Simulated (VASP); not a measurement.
Wanted: the native input for a VASP 6.6.1 run.

| Item | Value |
| --- | --- |
| Task | single point |
| Functional | PBEsol |
| Potentials or basis | VASP PAW PBE potentials, release 64 (Zn, O) |
| Cutoff | 520 eV |
| k mesh | 2 × 2 × 1 |
| Occupations | gaussian, width 0.02 eV |
| Spin | collinear spin, zero start |
| Starting moments | [0.0, 0.0, 0.0, 0.0, 0.0, 0.0, 0.0, 0.0, 0.0, 0.0, 0.0, 0.0, 0.0] μB |
| Dipole correction | no |
| Further INCAR settings | ALGO = Normal; EDIFF = 1e-07; NBANDS = 73 |

The structure of Zn6O7 lies in POSCAR:

```
Zn6O7
1.0
    5.6348810000      0.0000000000      0.0000000000
   -2.8174400000      5.4554530000      0.0000000000
    0.0000000000      0.0000000000     17.4682400000
Zn O
6 7
Direct
    0.3333333925      0.0000000000      0.0572467518
    0.3916652701      0.5662992606      0.0473867430
    0.9442714146      0.1652990137      0.0785381927
    0.8510441348      0.6389944153      0.1348942996
    0.3393917620      0.2143567179      0.2173870407
    0.4559477934      0.8157084297      0.1932648052
    0.1129803091      0.6623372981      0.0472879924
    0.2515334712      0.2412254308      0.0218094095
    0.6822596059      0.8383542118      0.0855138239
    0.7215943017      0.2734986444      0.1323882658
    0.1595098316      0.8948811400      0.1877506835
    0.4850368076      0.5337958186      0.2016257505
    0.6961116376      1.1724126301      0.2116317958
```

These files were run (other wordings do the same):

INCAR

```
  ALGO = Normal
  EDIFF = 1E-7
  ENCUT = 520
  GGA = PS
  ISIF = 2
  ISMEAR = 0
  ISPIN = 2
  LASPH = T
  LCHARG = F
  LORBIT = 11
  LREAL = F
  LWAVE = F
  MAGMOM = 0 0 0 0 0 0 0 0 0 0 0 0 0
  NBANDS = 73
  NELM = 150
  PREC = Accurate
  SIGMA = 0.02
```

KPOINTS

```
k-points
0
Gamma
  2 2 1
```

Potentials or basis: VASP PAW PBE potentials, release 64 (Zn, O).

Command:

```sh
$ cat potpaw_PBE.64/Zn/POTCAR potpaw_PBE.64/O/POTCAR > POTCAR
$ mpirun -np 1 vasp_std > vasp.out
```

Results of the run:

```json
{
  "Largest force": "0.596 eV/Å",
  "Band gap on the k mesh": "1.56 eV",
  "Net moment": "0.00 μB per cell",
  "Valence electrons inside the program's atomic spheres": "Zn 10.82, 10.99, 10.92, 10.77, 10.94, 10.89; O 4.95, 5.00, 4.91, 4.98, 4.99, 4.87 (each value once)"
}
```

Caveat: the k points lie up to 0.63 Å⁻¹ apart; there is no dipole correction, which matters where the two faces differ; the PAW data sets were made with another functional, which shifts forces and pressure a little.

Run time: 16 min on 1 thread of Oxide Virtual Turin-like Processor, on a shared host, peak memory 0.86 GiB.
